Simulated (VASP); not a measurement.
# SiC (P1) in VASP: single point with r2SCAN

Aim: the single point of SiC with r2SCAN.

Program: VASP 6.6.1. These are calculated values, not measurements. Logs are shortened: lines on timing, memory, paths and dates and some standing lists are left out, and cuts for length are marked.

### Step 1. The cell of the first run

The typed cell holds 4 atoms: a = 3.075 Å, b = 3.086 Å, c = 5.018 Å, α = 89.91°, β = 89.71°, γ = 119.68°.

### Step 2. Single point, r2SCAN (atoms moved at random and the cell strained at random)

File POSCAR:

```
SiC
1.0
    3.0748420382      0.0053290505      0.0076241540
   -1.5328059260      2.6782084031      0.0024289635
    0.0125119479      0.0118265925      5.0181640867
Si C
2 2
Direct
    0.3167911207      0.6757665329     -0.0095294461
    0.6997979774      0.3370980413      0.5018160707
    0.3328136406      0.6882453134      0.4274895749
    0.6505972613      0.2988901124      0.8502238005
```

File INCAR.step1:

```
SYSTEM = SiC
PREC     = Accurate       ! precision mode
ENCUT    = 520            ! plane-wave cutoff, eV
ISMEAR   = 0              ! smearing method
SIGMA    = 0.05           ! smearing width, eV
LREAL    = .FALSE.        ! projectors in reciprocal space
LASPH    = .TRUE.         ! aspherical terms in the spheres
NELM     = 80             ! most SCF steps
NBANDS   = 16             ! bands
GGA      = PE             ! functional
ALGO     = Normal         ! electronic algorithm
EDIFF    = 1E-4           ! SCF threshold, eV
LWAVE    = .TRUE.         ! write WAVECAR
LCHARG   = .FALSE.        ! write CHGCAR
```

File INCAR.step2:

```
SYSTEM = SiC
PREC     = Accurate       ! precision mode
ENCUT    = 520            ! plane-wave cutoff, eV
EDIFF    = 1E-6           ! SCF threshold, eV
ISMEAR   = 0              ! smearing method
SIGMA    = 0.05           ! smearing width, eV
LREAL    = .FALSE.        ! projectors in reciprocal space
LASPH    = .TRUE.         ! aspherical terms in the spheres
NELM     = 80             ! most SCF steps
ALGO     = Normal         ! electronic algorithm
ISIF     = 2              ! what is computed and relaxed
LWAVE    = .FALSE.        ! write WAVECAR
LCHARG   = .TRUE.         ! write CHGCAR
METAGGA  = R2SCAN         ! meta-GGA
LMIXTAU  = .TRUE.       
LELF     = .TRUE.         ! ELF
LVHAR    = .TRUE.       
NBANDS   = 16             ! bands
ISTART   = 1
```

File KPOINTS:

```
Automatic mesh
0
G
  12 12 6
  0 0 0
```

Potentials or basis: VASP PAW PBE potentials, release 64 (Si, C).

The run is started by

```bash
> cat potpaw_PBE.64/Si/POTCAR potpaw_PBE.64/C/POTCAR > POTCAR
> cp INCAR.step1 INCAR
> mpirun -np 1 vasp_std > vasp.out
> cp INCAR.step2 INCAR
> mpirun -np 1 vasp_std > vasp.out
```

OUTCAR:

```text
SYSTEM = SiC
   PREC = Accurate
   ENCUT = 520
   EDIFF = 1E-6
   ISMEAR = 0
   LREAL = .FALSE.
   LASPH = .TRUE.
   NELM = 80
   ISIF = 2
   METAGGA = R2SCAN
   ISTART = 1

 ion  position               nearest neighbor table
   1  0.317  0.676  0.990-   4 1.81   4 1.92   4 2.02   3 2.19   2 2.97   2 3.02   2 3.04   2 3.11
                             2 3.13
   2  0.700  0.337  0.502-   3 1.73   4 1.75   3 1.79   3 1.95   1 2.97   1 3.02   1 3.04   1 3.11
                             1 3.13
   3  0.333  0.688  0.427-   2 1.73   2 1.79   2 1.95   1 2.19
   4  0.651  0.299  0.850-   2 1.75   1 1.81   1 1.92   1 2.02

  LATTYP: Found a triclinic cell.
 ALAT       =     3.0950524554
 B/A-ratio  =     0.9934746350
 C/A-ratio  =     1.6213597971
 COS(alpha) =     0.0049768913
 COS(beta)  =     0.0065337346
 COS(gamma) =     0.4997346117

  Lattice vectors:

 A1 = (  -1.5420361122,  -2.6835374536,  -0.0100531175)
 A2 = (  -3.0748420382,  -0.0053290505,  -0.0076241540)
 A3 = (  -0.0125119479,  -0.0118265925,  -5.0181640867)

Analysis of symmetry for initial positions (statically):
=====================================================================
 Subroutine PRICEL returns:
 Original cell was already a primitive cell.

 Routine SETGRP: Setting up the symmetry group for a
 triclinic supercell.

 Subroutine GETGRP returns: Found  1 space group operations
 (whereof  1 operations were pure point group operations)
 out of a pool of  2 trial point group operations.

The static configuration has the point symmetry C_1 .

Analysis of symmetry for dynamics (positions and initial velocities):
=====================================================================
 Subroutine PRICEL returns:
 Original cell was already a primitive cell.

 Routine SETGRP: Setting up the symmetry group for a
 triclinic supercell.

 Subroutine GETGRP returns: Found  1 space group operations
 (whereof  1 operations were pure point group operations)
 out of a pool of  2 trial point group operations.

The dynamic configuration has the point symmetry C_1 .

 Subroutine INISYM returns: Found  1 space group operations
 (whereof  1 operations are pure point group operations),
 and found     1 'primitive' translations

----------------------------------------------------------------------------------------

                                     Primitive cell

  volume of cell :      41.3654

  direct lattice vectors                    reciprocal lattice vectors
     3.074842038  0.005329050  0.007624154     0.324900781  0.185950008 -0.001248324
    -1.532805926  2.678208403  0.002428963    -0.000644303  0.373015983 -0.000877502
     0.012511948  0.011826593  5.018164087    -0.000493314 -0.000463068  0.199278388

  length of vectors
     3.074856108  3.085822444  5.018193621     0.374352082  0.373017571  0.199279536

  position of ions in fractional coordinates (direct lattice)
     0.316791121  0.675766533  0.990470554
     0.699797977  0.337098041  0.501816071
     0.332813641  0.688245313  0.427489575
     0.650597261  0.298890112  0.850223800

  ion indices of the primitive-cell ions
   primitive index   ion index
                 1           1
                 2           2
                 3           3
                 4           4

----------------------------------------------------------------------------------------

 KPOINTS: Automatic mesh

Automatic generation of k-mesh.
 Grid dimensions read from file:
 generate k-points for:   12   12    6

 Generating k-lattice:

  Cartesian coordinates                     Fractional coordinates (reciprocal lattice)
     0.027075065  0.015495834 -0.000104027     0.083333333  0.000000000  0.000000000
    -0.000053692  0.031084665 -0.000073125     0.000000000  0.083333333  0.000000000
    -0.000082219 -0.000077178  0.033213065     0.000000000  0.000000000  0.166666667

  Length of vectors
     0.031196007  0.031084798  0.033213256

  Shift w.r.t. Gamma in fractional coordinates (k-lattice)
     0.000000000  0.000000000  0.000000000

 Subroutine IBZKPT returns following result:
 ===========================================

 Found    436 irreducible k-points:

 Following reciprocal coordinates:
            Coordinates               Weight
  0.000000  0.000000  0.000000      1.000000
  0.083333  0.000000  0.000000      2.000000
  0.166667  0.000000  0.000000      2.000000
  0.250000  0.000000 -0.000000      2.000000
  0.333333  0.000000  0.000000      2.000000
  0.416667  0.000000  0.000000      2.000000
[... 16 lines left out ...]
  0.250000  0.166667 -0.000000      2.000000
  0.333333  0.166667 -0.000000      2.000000
 [... further k-points ...]
   k-points           NKPTS =    436   k-points in BZ     NKDIM =    436   number of bands    NBANDS=     16
   number of dos      NEDOS =    301   number of ions     NIONS =      4
   total plane-waves  NPLWV =  23040
   dimension x,y,z NGX =    24 NGY =   24 NGZ =   40
   dimension x,y,z NGXF=    48 NGYF=   48 NGZF=   80
   ions per type =               2   2
   NGX,Y,Z   is equivalent  to a cutoff of  12.98, 12.93, 13.25 a.u.
   NGXF,Y,Z  is equivalent  to a cutoff of  25.95, 25.86, 26.50 a.u.
 SYSTEM =  SiC
   PREC   = accura    normal or accurate (medium, high low for compatibility)
   ISTART =      1    job   : 0-new  1-cont  2-samecut
   ICHARG =      0    charge: 1-file 2-atom 10-const
   ISPIN  =      1    spin polarized calculation?
   LNONCOLLINEAR =      F non collinear calculations
   LSORBIT =      F    spin-orbit coupling
   LASPH  =      T    aspherical Exc in radial PAW
   ENCUT  =  520.0 eV  38.22 Ry    6.18 a.u.   5.72  5.74  9.33*2*pi/ulx,y,z
   NELM   =     80;   NELMIN=  2; NELMDL=  0     # of ELM steps
   EDIFF  = 0.1E-05   stopping-criterion for ELM
   LREAL  =      F    real-space projection
   EDIFFG = 0.1E-04   stopping-criterion for IOM
   NSW    =      0    number of steps for IOM
   IBRION =     -1    ionic relax: 0-MD 1-quasi-New 2-CG
   NFREE  =      0    steps in history (QN), initial steepest desc. (CG)
   ISIF   =      2    stress and relaxation
   ISYM   =      2    0-nonsym 1-usesym 2-fastsym
   POTIM  = 0.5000    time-step for ionic-motion
   TEBEG  =    0.0;   TEEND  =   0.0 temperature during run
   PSTRESS=    0.0 pullay stress
   NELECT =      16.0000    total number of electrons
   NUPDOWN=      -1.0000    fix difference up-down
   EMIN   =  10.00;   EMAX   =-10.00  energy-range for DOS
   EFERMI =   0.00;   METHOD = LEGACY
   ISMEAR =     0;   SIGMA  =   0.05  broadening in eV -4-tet -1-fermi 0-gaus
   EFERMI_NEDOS =   21; number of points for ismear=-14 and -15
   IALGO  =     38    algorithm
   IMIX   =      4    mixing-type and parameters
     AMIX     =   0.40;   BMIX     =  1.00
     AMIX_MAG =   1.60;   BMIX_MAG =  1.00
  volume/ion in A,a.u.               =      10.34        69.79
  Fermi-wavevector in a.u.,A,eV,Ry     =   1.192804  2.254072 19.358106  1.422781
  Thomas-Fermi vector in A             =   2.328833
   LORBIT       =      0    0 simple, 1 ext, 2 COOP (PROOUT), +10 PAW based schemes
   METAGGA = R2SCAN    functional components
   LHFCALC =     F    Hartree Fock is set to
   AEXX    =    0.0000 exact exchange contribution
   IVDW    =     0    specifies the selected vdW correction
   LEPSILON=     F    determine dielectric tensor
   LRPA    =     F    only Hartree local field effects (RPA)
 non-spin polarized calculation
 Gauss-broadening in eV      SIGMA  =   0.05
  energy-cutoff  :      520.00
  volume of cell :       41.37
 maximum number of plane-waves:      1126
   NGX = 11   NGY = 11   NGZ = 19

 number of electron      16.0000000 magnetization

 Free energy of the ion-electron system (eV)
  ---------------------------------------------------
  ext. energy  EPLUGINS =         0.00000000
  ---------------------------------------------------
  free energy    TOTEN  =       -37.14163052 eV

  energy without entropy =      -37.14163052  energy(sigma->0) =      -37.14163052

 E-fermi :   8.7128     XC(G=0): -11.9268

 val. band max:        8.5147388835   @ k =  -0.0833   0.0833  -0.0000
 cond. band min:      10.8275943415   @ k =   0.5000   0.5000   0.0000
 fundamental gap:      2.3128554580
 Fermi energy:         8.7128161433

 k-point     1 :       0.0000    0.0000    0.0000
  band No.  band energies     occupation
      1      -8.3735      2.00000
      2      -4.5190      2.00000
      3      -0.6408      2.00000
      4       5.6781      2.00000
      5       6.9236      2.00000
      6       7.5914      2.00000
[... 8 lines left out ...]
     15      18.1938      0.00000
     16      19.6936      0.00000

 k-point     2 :       0.0833    0.0000    0.0000
  band No.  band energies     occupation
      1      -8.2495      2.00000
      2      -4.4141      2.00000
      3      -0.5254      2.00000
      4       5.1450      2.00000
      5       6.5808      2.00000
      6       7.2282      2.00000
[... 8 lines left out ...]
     15      18.0464      0.00000
     16      19.0299      0.00000

 k-point     3 :       0.1667    0.0000    0.0000
  band No.  band energies     occupation
      1      -7.8807      2.00000
      2      -4.1099      2.00000
      3      -0.1909      2.00000
      4       3.8375      2.00000
      5       5.9389      2.00000
      6       6.2062      2.00000
[... 8 lines left out ...]
     15      18.1048      0.00000
     16      18.9205      0.00000

 k-point     4 :       0.2500    0.0000   -0.0000
  band No.  band energies     occupation
      1      -7.2789      2.00000
      2      -3.6507      2.00000
      3       0.2879      2.00000
      4       2.3477      2.00000
      5       4.7774      2.00000
      6       5.4050      2.00000
[... 8 lines left out ...]
     15      18.8856      0.00000
     16      19.6083      0.00000
[... 324 lines left out ...]
 k-point    22 :       0.1667    0.1667   -0.0000
  band No.  band energies     occupation
      1      -6.9181      2.00000
      2      -3.4306      2.00000
      3       0.4921      2.00000
      4       2.0421      2.00000
      5       3.7614      2.00000
      6       4.9963      2.00000
[... 8 lines left out ...]
     15      18.7397      0.00000
     16      20.2690      0.00000

 k-point    23 :       0.2500    0.1667   -0.0000
  band No.  band energies     occupation
      1      -6.1200      2.00000
      2      -3.0682      2.00000
      3       0.3880      2.00000
      4       1.9971      2.00000
      5       2.7713      2.00000
      6       4.0072      2.00000
[... 8 lines left out ...]
     15      20.0986      0.00000
     16      21.0759      0.00000

 k-point    24 :       0.3333    0.1667   -0.0000
  band No.  band energies     occupation
      1      -5.2038      2.00000
      2      -3.1265      2.00000
      3       0.1508      2.00000
      4       1.9503      2.00000
      5       2.6406      2.00000
      6       3.2903      2.00000
[... 8 lines left out ...]
     15      20.7426      0.00000
     16      21.5769      0.00000

 [... further k-points ...]
[... 5 lines left out ...]
  --------------------------------------------------------------------------------------
  -------------------------------------------------------------------------------------
  Total        0.7274593      2.8874788      4.0487413      1.9662378     -1.0772330     -0.5694952
  in kB       28.1761559    111.8386312    156.8169741     76.1568689    -41.7236875    -22.0578463
  external PRESSURE =      98.9439204 kB  Pullay stress =       0.0000000 kB

 VOLUME and BASIS-vectors are now :
 -----------------------------------------------------------------------------
  energy-cutoff  :      520.00
  volume of cell :       41.37
      direct lattice vectors                 reciprocal lattice vectors
     3.074842038  0.005329050  0.007624154     0.324900781  0.185950008 -0.001248324
    -1.532805926  2.678208403  0.002428963    -0.000644303  0.373015983 -0.000877502
     0.012511948  0.011826593  5.018164087    -0.000493314 -0.000463068  0.199278388

 POSITION                                       TOTAL-FORCE (eV/Angst)
 -----------------------------------------------------------------------------------
     -0.04934      1.82325      4.97440         0.799482     -1.841271      0.717121
      1.64134      0.91248      2.52435        -3.079993      0.401301     -0.422161
     -0.02625      1.85009      2.14942         2.832225     -0.589474     -5.438095
      1.55298      0.81401      4.27225        -0.551715      2.029444      5.143135
 -----------------------------------------------------------------------------------
    total drift:                               -0.000095      0.000368     -0.000486

  FREE ENERGIE OF THE ION-ELECTRON SYSTEM (eV)
  ---------------------------------------------------
  free  energy   TOTEN  =       -37.1416305235 eV

  energy  without entropy=      -37.1416305235  energy(sigma->0) =      -37.14163052
```

Run time: 5.7 min. Hardware: 1 thread of Intel Xeon 6975P-C (Granite Rapids), shared host; peak memory 0.34 GiB.

Results:

```yaml
Free_energy: -37.1416 eV
Pressure: 9.9 GPa
Largest_force: 6.160 eV/Å
Band_gap_on_the_k_mesh: 2.31 eV (least direct gap 4.04 eV)
```

Forces in eV/Å, atoms in the order of the input:
```
Si   0.799 -1.841  0.717
Si  -3.080  0.401 -0.422
C    2.832 -0.589 -5.438
C   -0.552  2.029  5.143
```

Stress tensor (GPa, compression positive):
```
 2.82  7.62 -2.21
 7.62 11.18 -4.17
-2.21 -4.17 15.68
```

Levels at points of the mesh, in eV from the valence-band top:
| k point | band 4 | band 5 | band 6 | band 7 | band 8 | band 9 | band 10 | band 11 | band 12 | band 13 |
| --- | --- | --- | --- | --- | --- | --- | --- | --- | --- | --- |
| (0.00, 0.00, 0.00) | -2.84 | -1.59 | -0.92 | -0.10 | -0.06 | 4.76 | 5.57 | 6.49 | 7.03 | 7.76 |
| (0.50, 0.00, 0.00) | -7.08 | -5.71 | -4.02 | -3.51 | -1.53 | 2.62 | 4.24 | 6.44 | 7.56 | 8.72 |
| (0.00, 0.50, 0.00) | -7.43 | -5.54 | -3.97 | -3.79 | -1.37 | 2.67 | 4.75 | 6.70 | 7.54 | 8.47 |
| (0.50, 0.50, 0.00) | -6.39 | -6.01 | -4.57 | -2.95 | -2.11 | 2.31 | 3.92 | 6.23 | 7.34 | 8.52 |
| (0.00, 0.00, 0.50) | -4.15 | -2.56 | -1.48 | -1.10 | -0.39 | 5.02 | 6.23 | 6.66 | 7.10 | 7.57 |
| (0.50, 0.00, 0.50) | -8.68 | -3.52 | -3.08 | -2.39 | -1.82 | 2.79 | 3.25 | 4.67 | 5.29 | 9.93 |
| (0.00, 0.50, 0.50) | -8.96 | -3.49 | -2.96 | -2.21 | -1.73 | 2.80 | 3.15 | 4.51 | 5.52 | 9.78 |
| (0.50, 0.50, 0.50) | -8.09 | -4.16 | -3.40 | -2.72 | -2.01 | 3.20 | 3.50 | 4.43 | 5.41 | 9.56 |

Caveat: the cell differs from its parent crystal (atoms moved at random and the cell strained at random); the cell stands under pressure; the PAW data sets were made with another functional, which shifts forces and pressure a little. A k mesh can miss the band edges.
